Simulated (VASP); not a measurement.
# Rh (P6_3/mmc) in VASP: further runs

Runs on Rh. Level: PBEsol. Tasks: single point, relaxation of cell and atoms.

Program: VASP 6.6.1. These are calculated values, not measurements. Logs are shortened: lines on timing, memory, paths and dates and some standing lists are left out, and cuts for length are marked.

## Step 1: The cell of the first run

Symmetry: P6_3/mmc, No. 194, hexagonal system. The conventional cell has a = 2.689 Å, b = 2.689 Å, c = 4.329 Å, α = 90.00°, β = 90.00°, γ = 120.00°. Rh (site symmetry -6m2) has 12 Rh at 2.66 to 2.69 Å within 3.5 Å.

This isn't the form of Rh at room conditions, which is fcc.

## Step 2: Single point, PBEsol

File INCAR:

```
ALGO = Fast ; EDIFF = 1E-7
ENCUT = 520 ; GGA = PS
ISIF = 2 ; ISMEAR = 0
LASPH = T ; LCHARG = F
LREAL = F ; LWAVE = F
NBANDS = 22 ; NELM = 100
PREC = Accurate ; SIGMA = 0.1
```

File KPOINTS:

```
k-points
0
Gamma
  24 24 12
```

File POSCAR:

```
Rh
1.0
    2.6887360847      0.0000000000      0.0000000000
   -1.3443680423      2.3285137534      0.0000000000
    0.0000000000      0.0000000000      4.3290202440
Rh
2
Direct
    0.6666666667      0.3333333333      0.7500000000
    0.3333333333      0.6666666667      0.2500000000
```

Potentials or basis: VASP PAW PBE potentials, release 64 (Rh_pv).

Run with:

```
$ cat potpaw_PBE.64/Rh_pv/POTCAR > POTCAR
$ mpirun -np 1 vasp_std > vasp.out
```

OUTCAR:

```text
EDIFF = 1E-7
   ENCUT = 520
   GGA = PS
   ISIF = 2
   ISMEAR = 0
   LASPH = T
   LREAL = F
   NELM = 100
   PREC = Accurate

 ion  position               nearest neighbor table
   1  0.667  0.333  0.750-   2 2.66   2 2.66   2 2.66   2 2.66   2 2.66   2 2.66
   2  0.333  0.667  0.250-   1 2.66   1 2.66   1 2.66   1 2.66   1 2.66   1 2.66

  LATTYP: Found a hexagonal cell.
 ALAT       =     2.6887360847
 C/A-ratio  =     1.6100577028

  Lattice vectors:

 A1 = (   2.6887360847,   0.0000000000,   0.0000000000)
 A2 = (  -1.3443680423,   2.3285137534,   0.0000000000)
 A3 = (   0.0000000000,   0.0000000000,   4.3290202440)

Analysis of symmetry for initial positions (statically):
=====================================================================
 Subroutine PRICEL returns:
 Original cell was already a primitive cell.

 Routine SETGRP: Setting up the symmetry group for a
 hexagonal supercell.

 Subroutine GETGRP returns: Found 24 space group operations
 (whereof 12 operations were pure point group operations)
 out of a pool of 24 trial point group operations.

The static configuration has the point symmetry D_3d.
 The point group associated with its full space group is D_6h.

Analysis of symmetry for dynamics (positions and initial velocities):
=====================================================================
 Subroutine PRICEL returns:
 Original cell was already a primitive cell.

 Routine SETGRP: Setting up the symmetry group for a
 hexagonal supercell.

 Subroutine GETGRP returns: Found 24 space group operations
 (whereof 12 operations were pure point group operations)
 out of a pool of 24 trial point group operations.

The dynamic configuration has the point symmetry D_3d.
 The point group associated with its full space group is D_6h.

 Subroutine INISYM returns: Found 24 space group operations
 (whereof 12 operations are pure point group operations),
 and found     1 'primitive' translations

----------------------------------------------------------------------------------------

                                     Primitive cell

  volume of cell :      27.1030

  direct lattice vectors                    reciprocal lattice vectors
     2.688736085  0.000000000  0.000000000     0.371921962  0.214729245  0.000000000
    -1.344368042  2.328513753  0.000000000     0.000000000  0.429458490  0.000000000
     0.000000000  0.000000000  4.329020244     0.000000000  0.000000000  0.230999151

  length of vectors
     2.688736085  2.688736085  4.329020244     0.429458490  0.429458490  0.230999151

  position of ions in fractional coordinates (direct lattice)
     0.666666667  0.333333333  0.750000000
     0.333333333  0.666666667  0.250000000

  ion indices of the primitive-cell ions
   primitive index   ion index
                 1           1
                 2           2

----------------------------------------------------------------------------------------

 KPOINTS: k-points

Automatic generation of k-mesh.
 Grid dimensions read from file:
 generate k-points for:   24   24   12

 Generating k-lattice:

  Cartesian coordinates                     Fractional coordinates (reciprocal lattice)
     0.015496748  0.008947052  0.000000000     0.041666667  0.000000000  0.000000000
     0.000000000  0.017894104  0.000000000     0.000000000  0.041666667  0.000000000
     0.000000000  0.000000000  0.019249929     0.000000000  0.000000000  0.083333333

  Length of vectors
     0.017894104  0.017894104  0.019249929

  Shift w.r.t. Gamma in fractional coordinates (k-lattice)
     0.000000000  0.000000000  0.000000000

 Subroutine IBZKPT returns following result:
 ===========================================

 Found    427 irreducible k-points:

 Following reciprocal coordinates:
            Coordinates               Weight
  0.000000  0.000000  0.000000      1.000000
  0.041667  0.000000  0.000000      6.000000
  0.083333  0.000000  0.000000      6.000000
  0.125000  0.000000  0.000000      6.000000
  0.166667  0.000000  0.000000      6.000000
  0.208333  0.000000  0.000000      6.000000
[... 16 lines left out ...]
  0.416667  0.041667  0.000000     12.000000
  0.458333  0.041667  0.000000     12.000000
 [... further k-points ...]
   k-points           NKPTS =    427   k-points in BZ     NKDIM =    427   number of bands    NBANDS=     22
   number of dos      NEDOS =    301   number of ions     NIONS =      2
   total plane-waves  NPLWV =  12800
   dimension x,y,z NGX =    20 NGY =   20 NGZ =   32
   dimension x,y,z NGXF=    40 NGYF=   40 NGZF=   64
   ions per type =               2
   NGX,Y,Z   is equivalent  to a cutoff of  12.37, 12.37, 12.29 a.u.
   NGXF,Y,Z  is equivalent  to a cutoff of  24.73, 24.73, 24.58 a.u.
 SYSTEM =  unknown system
   PREC   = accura    normal or accurate (medium, high low for compatibility)
   ISTART =      0    job   : 0-new  1-cont  2-samecut
   ICHARG =      2    charge: 1-file 2-atom 10-const
   ISPIN  =      1    spin polarized calculation?
   LNONCOLLINEAR =      F non collinear calculations
   LSORBIT =      F    spin-orbit coupling
   LASPH  =      T    aspherical Exc in radial PAW
   ENCUT  =  520.0 eV  38.22 Ry    6.18 a.u.   5.00  5.00  8.05*2*pi/ulx,y,z
   NELM   =    100;   NELMIN=  2; NELMDL= -5     # of ELM steps
   EDIFF  = 0.1E-06   stopping-criterion for ELM
   LREAL  =      F    real-space projection
   EDIFFG = 0.1E-05   stopping-criterion for IOM
   NSW    =      0    number of steps for IOM
   IBRION =     -1    ionic relax: 0-MD 1-quasi-New 2-CG
   NFREE  =      0    steps in history (QN), initial steepest desc. (CG)
   ISIF   =      2    stress and relaxation
   ISYM   =      2    0-nonsym 1-usesym 2-fastsym
   POTIM  = 0.5000    time-step for ionic-motion
   TEBEG  =    0.0;   TEEND  =   0.0 temperature during run
   PSTRESS=    0.0 pullay stress
   NELECT =      30.0000    total number of electrons
   NUPDOWN=      -1.0000    fix difference up-down
   EMIN   =  10.00;   EMAX   =-10.00  energy-range for DOS
   EFERMI =   0.00;   METHOD = LEGACY
   ISMEAR =     0;   SIGMA  =   0.10  broadening in eV -4-tet -1-fermi 0-gaus
   EFERMI_NEDOS =   21; number of points for ismear=-14 and -15
   IALGO  =     68    algorithm
   IMIX   =      4    mixing-type and parameters
     AMIX     =   0.40;   BMIX     =  1.00
     AMIX_MAG =   1.60;   BMIX_MAG =  1.00
  volume/ion in A,a.u.               =      13.55        91.45
  Fermi-wavevector in a.u.,A,eV,Ry     =   1.693466  3.200186 39.019139  2.867826
  Thomas-Fermi vector in A             =   2.774866
   LORBIT       =      0    0 simple, 1 ext, 2 COOP (PROOUT), +10 PAW based schemes
   GGA     = PS    functional components
   LHFCALC =     F    Hartree Fock is set to
   AEXX    =    0.0000 exact exchange contribution
   IVDW    =     0    specifies the selected vdW correction
   LEPSILON=     F    determine dielectric tensor
   LRPA    =     F    only Hartree local field effects (RPA)
 non-spin polarized calculation
 RMM-DIIS sequential band-by-band and
 Gauss-broadening in eV      SIGMA  =   0.10
  energy-cutoff  :      520.00
  volume of cell :       27.10
 maximum number of plane-waves:       756
 NGX is ok and might be reduce to    20
   NGX =  9   NGY =  9   NGZ = 17

 number of electron      30.0000003 magnetization

 Free energy of the ion-electron system (eV)
  ---------------------------------------------------
  ext. energy  EPLUGINS =         0.00000000
  ---------------------------------------------------
  free energy    TOTEN  =       -16.20395976 eV

  energy without entropy =      -16.18899086  energy(sigma->0) =      -16.19647531

 E-fermi :  12.1315     XC(G=0): -14.3097

 val. band max:       12.1312656555   @ k =   0.3333   0.0833   0.0833
 cond. band min:      12.1341374941   @ k =   0.4167   0.1250   0.1667
 fundamental gap:      0.0028718386
 Fermi energy:        12.1314735495

 k-point     1 :       0.0000    0.0000    0.0000
  band No.  band energies     occupation
      1     -35.1277      2.00000
      2     -34.4292      2.00000
      3     -34.4292      2.00000
      4     -34.3262      2.00000
      5     -34.3135      2.00000
      6     -34.3135      2.00000
[... 14 lines left out ...]
     21      30.2568      0.00000
     22      30.8591      0.00000

 k-point     2 :       0.0417    0.0000    0.0000
  band No.  band energies     occupation
      1     -35.1234      2.00000
      2     -34.4389      2.00000
      3     -34.4324      2.00000
      4     -34.3281      2.00000
      5     -34.3236      2.00000
      6     -34.3150      2.00000
[... 14 lines left out ...]
     21      30.3292      0.00000
     22      30.9259      0.00000

 k-point     3 :       0.0833    0.0000    0.0000
  band No.  band energies     occupation
      1     -35.1107      2.00000
      2     -34.4672      2.00000
      3     -34.4417      2.00000
      4     -34.3530      2.00000
      5     -34.3335      2.00000
      6     -34.3194      2.00000
[... 14 lines left out ...]
     21      30.5335      0.00000
     22      31.0531      0.00000

 k-point     4 :       0.1250    0.0000    0.0000
  band No.  band energies     occupation
      1     -35.0899      2.00000
      2     -34.5123      2.00000
      3     -34.4562      2.00000
      4     -34.3994      2.00000
      5     -34.3427      2.00000
      6     -34.3266      2.00000
[... 14 lines left out ...]
     21      30.8159      0.00000
     22      30.9733      0.00000

 k-point     5 :       0.1667    0.0000    0.0000
  band No.  band energies     occupation
      1     -35.0619      2.00000
      2     -34.5711      2.00000
      3     -34.4748      2.00000
      4     -34.4591      2.00000
      5     -34.3556      2.00000
      6     -34.3363      2.00000
[... 14 lines left out ...]
     21      30.8289      0.00000
     22      30.9327      0.00000

 k-point     6 :       0.2083    0.0000    0.0000
  band No.  band energies     occupation
      1     -35.0276      2.00000
      2     -34.6396      2.00000
      3     -34.5277      2.00000
      4     -34.4960      2.00000
      5     -34.3722      2.00000
      6     -34.3478      2.00000
[... 14 lines left out ...]
     21      30.2069      0.00000
     22      30.2891      0.00000

 k-point     7 :       0.2500    0.0000    0.0000
  band No.  band energies     occupation
      1     -34.9884      2.00000
      2     -34.7132      2.00000
      3     -34.6002      2.00000
      4     -34.5184      2.00000
      5     -34.3924      2.00000
      6     -34.3606      2.00000
[... 324 lines left out ...]
      6     -34.3855      2.00000
[... 14 lines left out ...]
     21      27.3261      0.00000
     22      28.3656      0.00000

 k-point    21 :       0.3333    0.0417    0.0000
  band No.  band energies     occupation
      1     -34.8846      2.00000
      2     -34.8779      2.00000
      3     -34.7674      2.00000
      4     -34.5730      2.00000
      5     -34.4573      2.00000
      6     -34.3974      2.00000
[... 14 lines left out ...]
     21      26.4740      0.00000
     22      27.7447      0.00000

 k-point    22 :       0.3750    0.0417    0.0000
  band No.  band energies     occupation
      1     -34.9366      2.00000
      2     -34.8372      2.00000
      3     -34.8148      2.00000
      4     -34.5894      2.00000
      5     -34.4846      2.00000
      6     -34.4073      2.00000
[... 14 lines left out ...]
     21      25.7578      0.00000
     22      27.2080      0.00000

 k-point    23 :       0.4167    0.0417    0.0000
  band No.  band energies     occupation
      1     -34.9733      2.00000
      2     -34.8481      2.00000
      3     -34.8037      2.00000
      4     -34.6008      2.00000
      5     -34.5085      2.00000
      6     -34.4143      2.00000
[... 14 lines left out ...]
     21      25.2322      0.00000
     22      26.7661      0.00000

 k-point    24 :       0.4583    0.0417    0.0000
  band No.  band energies     occupation
      1     -34.9923      2.00000
      2     -34.8653      2.00000
      3     -34.7839      2.00000
      4     -34.6067      2.00000
      5     -34.5233      2.00000
      6     -34.4179      2.00000
[... 14 lines left out ...]
     21      24.9485      0.00000
     22      26.4874      0.00000

 [... further k-points ...]

------------------------ aborting loop because EDIFF is reached ----------------------------------------

  FORCE on cell =-STRESS in cart. coord.  units (eV):
  Direction    XX          YY          ZZ          XY          YZ          ZX
  --------------------------------------------------------------------------------------
  -------------------------------------------------------------------------------------
  Total       -0.0548972     -0.0548972      0.0833581     -0.0000000      0.0000000     -0.0000000
  in kB       -3.2452209     -3.2452209      4.9276718     -0.0000000      0.0000000     -0.0000000
  external PRESSURE =      -0.5209234 kB  Pullay stress =       0.0000000 kB

 VOLUME and BASIS-vectors are now :
 -----------------------------------------------------------------------------
  energy-cutoff  :      520.00
  volume of cell :       27.10
      direct lattice vectors                 reciprocal lattice vectors
     2.688736085  0.000000000  0.000000000     0.371921962  0.214729245  0.000000000
    -1.344368042  2.328513753  0.000000000     0.000000000  0.429458490  0.000000000
     0.000000000  0.000000000  4.329020244     0.000000000  0.000000000  0.230999151

 POSITION                                       TOTAL-FORCE (eV/Angst)
 -----------------------------------------------------------------------------------
      1.34437      0.77617      3.24677        -0.000000      0.000000      0.000000
     -0.00000      1.55234      1.08226         0.000000     -0.000000      0.000000
 -----------------------------------------------------------------------------------
    total drift:                               -0.000000      0.000000     -0.000000

  FREE ENERGIE OF THE ION-ELECTRON SYSTEM (eV)
  ---------------------------------------------------
  free  energy   TOTEN  =       -16.2039597619 eV

  energy  without entropy=      -16.1889908567  energy(sigma->0) =      -16.19647531
```

Run time: 2.2 min. Hardware: 1 thread of Intel Xeon Platinum 8488C (Sapphire Rapids), shared host; peak memory 0.29 GiB.

Results:

| Property | Result |
| --- | --- |
| Free energy | -16.2040 eV |
| Pressure | -0.1 GPa |
| Band gap on the k mesh | zero (bands 15 and 16 overlap by 2.51 eV) |

Levels at points of the mesh, in eV from the Fermi level:
| k point | band 12 | band 13 | band 14 | band 15 | band 16 | band 17 | band 18 | band 19 |
| --- | --- | --- | --- | --- | --- | --- | --- | --- |
| (0.00, 0.00, 0.00) | -2.58 | -2.58 | -2.01 | -2.01 | 0.13 | 0.13 | 0.66 | 8.78 |
| (0.50, 0.00, 0.00) | -2.30 | -2.28 | 0.41 | 0.66 | 0.74 | 3.03 | 5.15 | 10.38 |
| (0.00, 0.00, 0.50) | -3.26 | -3.26 | -3.26 | -0.46 | -0.46 | -0.46 | -0.46 | 14.87 |
| (0.50, 0.00, 0.50) | -1.75 | -0.36 | -0.36 | 0.61 | 0.61 | 2.63 | 2.63 | 9.41 |

Caveat: the PAW data sets were made with another functional, which shifts forces and pressure a little.

## Step 3: Relaxation of cell and atoms, PBEsol, target pressure 90 GPa, at which the enthalpy is minimised

This run uses another cell than the first one, of 11.12 Å³/atom.

File INCAR:

```
SYSTEM = Rh
PREC     = Accurate       ! precision mode
ENCUT    = 600            ! plane-wave cutoff, eV
EDIFF    = 1E-7           ! SCF threshold, eV
ISMEAR   = 0              ! smearing method
SIGMA    = 0.1            ! smearing width, eV
LREAL    = .FALSE.        ! projectors in reciprocal space
LASPH    = .TRUE.         ! aspherical terms in the spheres
NELM     = 100            ! most SCF steps
ALGO     = Fast           ! electronic algorithm
ISIF     = 3              ! what is computed and relaxed
LWAVE    = .FALSE.        ! write WAVECAR
LCHARG   = .FALSE.        ! write CHGCAR
GGA      = PS             ! functional
IBRION   = 2              ! ionic algorithm
NSW      = 70             ! ionic steps
EDIFFG   = -0.008         ! ionic threshold
PSTRESS  = 900.0
```

File KPOINTS:

```
regular mesh
0
G
  18 18 10
  0 0 0
```

File POSCAR:

```
Rh
1.0
    2.5151444837      0.0000000000      0.0000000000
   -1.2575722419      2.1781790171      0.0000000000
    0.0000000000      0.0000000000      4.0607581395
Rh
2
Direct
    0.6666666667      0.3333333333      0.7500000000
    0.3333333333      0.6666666667      0.2500000000
```

Potentials or basis: VASP PAW PBE potentials, release 64 (Rh_pv).

Run with:

```
$ cat potpaw_PBE.64/Rh_pv/POTCAR > POTCAR
$ mpirun -np 1 vasp_std > vasp.out
```

Wall time 5.1 min (1 thread of Intel Xeon Platinum 8488C (Sapphire Rapids), shared host); peak memory 0.21 GiB.

It converged, with:

```yaml
Free_energy: -15.1085 eV
Relaxed_volume: 11.20 Å³/atom
Relaxed_cell: a = 2.520 Å, b = 2.520 Å, c = 4.075 Å, α = 90.00°, β = 90.00°, γ = 120.00°
Space_group_after_relaxing_to_0.1_Å: P6_3/mmc (No. 194)
Energy_change_on_relaxing_the_run_minimises_the_enthalpy: -45.6 meV/atom
Ionic_steps: 6
Pressure_after_relaxing: 90.0 GPa
Band_gap_on_the_k_mesh: zero (bands 15 and 16 overlap by 3.39 eV)
```

Step by step:
| step | energy change (eV) | largest force (eV/Å) | pressure (GPa) | volume (Å³) |
| --- | --- | --- | --- | --- |
| 1 | 0.0000 | 0.0000 | 95.04 | 22.25 |
| 2 | -0.5580 | 0.0000 | 62.40 | 23.39 |
| 3 | -0.0941 | 0.0000 | 89.84 | 22.41 |
| 4 | -0.0919 | 0.0000 | 89.97 | 22.41 |
| 5 | -0.0906 | 0.0000 | 90.04 | 22.40 |
| 6 | -0.0912 | 0.0000 | 90.01 | 22.40 |

Final structure:
```xyz
2
Lattice="2.5197 0.0000 0.0000 -1.2598 2.1821 0.0000 0.0000 0.0000 4.0748" Properties=species:S:1:pos:R:3 pbc="T T T"
Rh    1.2598    0.7274    3.0561
Rh    0.0000    1.4547    1.0187
```

Levels at points of the mesh, in eV from the Fermi level:
```tsv
k point	band 13	band 14	band 15	band 16	band 17	band 18
(0.00, 0.00, 0.00)	-3.49	-2.67	-2.67	0.15	0.15	0.47
(0.50, 0.00, 0.00)	-2.92	0.62	0.91	1.06	3.80	6.34
(0.00, 0.00, 0.50)	-4.31	-4.31	-0.60	-0.60	-0.60	-0.60
(0.50, 0.00, 0.50)	-0.53	-0.53	0.88	0.88	3.08	3.08
```

Caveat: the cell is relaxed towards a set pressure, so the run minimises the enthalpy, not the energy; the PAW data sets were made with another functional, which shifts forces and pressure a little.

[end of part 1 of 2]
